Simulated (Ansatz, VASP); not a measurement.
ZnS: VASP beside Ansatz

```
Zn S
1.0
     0.00000    2.67805    2.67805
     2.67805    0.00000    2.67805
     2.67805    2.67805    0.00000
Zn S
1 1
Direct
  0.00000 0.00000 0.00000
  0.75000 0.75000 0.75000
```

Alike in both runs: functional PBEsol; k mesh 10 × 10 × 10; occupations gaussian, width 0.02 eV; no spin polarisation.

Ansatz relaxed the structure, and its values are those at the end. VASP's run is a single point on that final structure, the one shown.

|  | VASP | Ansatz |
| --- | --- | --- |
| version | VASP 6.6.1 | Ansatz 0.2.0 |
| potentials or method | VASP PAW PBE potentials, release 64 (Zn, S), cutoff 520 eV | scalar-relativistic, plane waves, PAW |
| valence electrons in the cell | 18 | 18 |

|  | VASP | Ansatz | Ansatz less VASP |
| --- | --- | --- | --- |
| gap on the k mesh at the Fermi level (eV) | 2.09 | 2.09 | -0.007 |
| least direct gap on the mesh (eV) | 2.09 | 2.09 | -0.007 |
| pressure (GPa) | 0.2 | 0.0 | -0.20 |

VASP's potentials were made for PBE, not for PBEsol.
